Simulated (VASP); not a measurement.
**Hf: electric field gradients with PBE**

The system is Hf.

```
Hf
1.0
     3.19238    0.00000    0.00000
    -1.59619    2.76469    0.00000
     0.00000    0.00000    5.04504
Hf
2
Direct
  0.33333 0.66667 0.25000
  0.66667 0.33333 0.75000
```

```yaml
Program: VASP 6.6.1
Task: electric field gradients
Functional: PBE
Potentials_or_basis: VASP PAW PBE potentials, release 64 (Hf_pv)
Cutoff: 520 eV
k_mesh: 12 × 12 × 7
Occupations: fermi-dirac, width 0.05 eV
Spin: no spin polarisation
Dipole_correction: no
Further_INCAR_settings: ALGO = Normal; EDIFF = 1e-08; NBANDS = 17
```

```json
{"Pressure": "0.9 GPa", "Band gap on the k mesh": "zero (band 10 reaches 6.13 eV, above the bottom of band 11 at 4.64 eV)"}
```

Levels at points of the mesh, in eV from the Fermi level:
```
           k point  band 7  band 8  band 9  band 10  band 11  band 12  band 13  band 14
(0.00, 0.00, 0.00)   -7.40   -3.73    0.66     1.17     1.17     1.47     2.00     2.00
(0.50, 0.00, 0.00)   -3.37   -2.77   -2.25    -0.81     0.78     0.88     1.69     5.91
```

Electric field gradients, principal values (V/Å²):
| atom | least | middle | greatest (by size) |
| --- | --- | --- | --- |
| 1 Hf | -42.379 | -42.380 | 84.760 |
| 2 Hf | -42.379 | -42.380 | 84.760 |

It took 19 s on 1 thread of Intel(R) Xeon(R) Platinum 8559C (Emerald Rapids), on a shared host, peak memory 0.19 GiB.

Caveat: without QUAD_EFG the Cq values of the log hold for a quadrupole moment of 1 mb, not for the nuclei; spin-orbit coupling is left out, which moves the levels of the heavy elements.
